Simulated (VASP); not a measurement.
# TiO2: single point with PBE+U

The system is TiO2.

```
CELL_PARAMETERS angstrom
4.64035 0.00000 0.00000
0.00000 4.64035 0.00000
0.00000 0.00000 3.00611
ATOMIC_POSITIONS crystal
Ti 0.50000 0.50000 0.00000
Ti 0.00000 0.00000 0.50000
O 0.69435 0.69435 0.50000
O 0.80565 0.19435 0.00000
O 0.19435 0.80565 0.00000
O 0.30565 0.30565 0.50000
```

| Quantity | Value |
| --- | --- |
| Program | VASP 6.6.1 |
| Task | single point |
| Functional | PBE |
| Potentials or basis | VASP PAW PBE potentials, release 64 (Ti_sv, O) |
| Cutoff | 520 eV |
| k mesh | 6 × 6 × 10 |
| Occupations | gaussian, width 0.02 eV |
| Spin | no spin polarisation |
| Hubbard terms | Ti d U = 4.0 eV |

- Pressure: 4.0 GPa
- Largest force: 0.148 eV/Å
- Band gap on the k mesh: 2.31 eV

Forces in eV/Å, atoms in the order of the input:
```
Ti   0.000  0.000  0.000
Ti   0.000  0.000  0.000
O    0.105  0.105  0.000
O   -0.105  0.105  0.000
O    0.105 -0.105  0.000
O   -0.105 -0.105  0.000
```

Stress tensor (GPa, compression positive):
```
3.80 0.00 0.00
0.00 3.80 0.00
0.00 0.00 4.51
```

Levels at points of the mesh, in eV from the valence-band top:
| k point | band 22 | band 23 | band 24 | band 25 | band 26 | band 27 |
| --- | --- | --- | --- | --- | --- | --- |
| (0.00, 0.00, 0.00) | -0.50 | -0.50 | 0.00 | 2.31 | 2.54 | 2.82 |
| (0.50, 0.00, 0.00) | -1.69 | -0.75 | -0.75 | 2.90 | 2.90 | 3.37 |
| (0.50, 0.50, 0.00) | -1.45 | -1.13 | -1.13 | 2.31 | 2.31 | 2.90 |
| (0.00, 0.00, 0.50) | -2.23 | -1.45 | -1.45 | 3.29 | 3.29 | 3.52 |
| (0.50, 0.00, 0.50) | -1.95 | -1.04 | -1.04 | 2.34 | 2.34 | 3.57 |
| (0.50, 0.50, 0.50) | -1.19 | -0.73 | -0.73 | 2.95 | 2.95 | 3.53 |

Eigenvalues of the final occupation matrices:
```tsv
site	spin	trace	eigenvalues
site 1 d	1	0.78	0.08 0.10 0.10 0.24 0.27
site 1 d	2	0.78	0.08 0.10 0.10 0.24 0.27
site 2 d	1	0.78	0.08 0.10 0.10 0.24 0.27
site 2 d	2	0.78	0.08 0.10 0.10 0.24 0.27
```

Wall time 3.4 min on 1 thread of Intel Xeon 8259CL, with other jobs on the host, peak memory 0.24 GiB.

Caveat: the cell stands under pressure. A k mesh can miss the band edges.
